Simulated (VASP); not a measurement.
TeW:

```
CELL_PARAMETERS angstrom
0.00000 3.06183 3.06183
3.06183 0.00000 3.06183
3.06183 3.06183 0.00000
ATOMIC_POSITIONS crystal
W 0.00000 0.00000 0.00000
Te 0.25000 0.25000 0.25000
```

Base run:

```yaml
Program: VASP 6.6.1
Functional: PBE
Potentials_or_basis: VASP PAW PBE potentials, release 64 (W_sv, Te)
Cutoff: 520 eV
k_mesh: 12 × 12 × 12
Occupations: gaussian, width 0.1 eV
Spin: collinear spin
Starting_moments: "[1.0, 0.0] μB"
```

Its results: pressure 0.0 GPa; site moments W +1.10; Te -0.03 μB.

Problem. The run is repeated on the same cell with these changes: moments at the start from [1.0, 0.0] to [1.28, -0.02]; fixed moment from none to 1.75 μB. What comes out?

Solution. Pressure 0.7 GPa; site moments W +1.35; Te -0.03 μB.

Caveats: the total moment is fixed, so each spin has its own Fermi level (at least some runs).
